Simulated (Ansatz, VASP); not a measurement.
BaTiO3 in VASP and in Ansatz

```xyz
5
Lattice="3.9833 0.0000 0.0000 0.0000 2.8626 2.8753 0.0000 -2.8626 2.8753" Properties=species:S:1:pos:R:3 pbc="T T T"
Ba    0.0000    0.0000    0.0196
Ti    1.9917    0.0000    2.9817
O     1.9917    1.3943    4.2261
O     1.9917   -1.3943    4.2261
O     0.0000    0.0000    2.8075
```

Alike in both runs: task relaxation of cell and atoms; functional PBE; k mesh 6 × 6 × 6; occupations gaussian, width 0.02 eV; no spin polarisation; Hubbard terms Ti d U = 4.0 eV.

|  | VASP | Ansatz |
| --- | --- | --- |
| version | VASP 6.6.1 | Ansatz 0.2.0 |
| potentials or method | VASP PAW PBE potentials, release 64 (Ba_sv, Ti_sv, O), cutoff 600 eV | scalar-relativistic, plane waves, PAW |
| valence electrons in the cell | 40 | 40 |

VASP gave:

* gap on the k mesh at the Fermi level, each at its own relaxed structure (eV): 2.12
* relaxed volume (Å³/atom): 13.34
* relaxed cell length with the largest relative difference (Å): 4.055

Problem. Which values does Ansatz return?

Solution. gap on the k mesh at the Fermi level, each at its own relaxed structure (eV): 2.52; relaxed volume (Å³/atom): 13.30; relaxed cell length with the largest relative difference (Å): 4.007.

The programs project onto different local orbitals, so the same U acts differently, and such runs can settle in different states.

Neither program's run includes spin-orbit coupling.
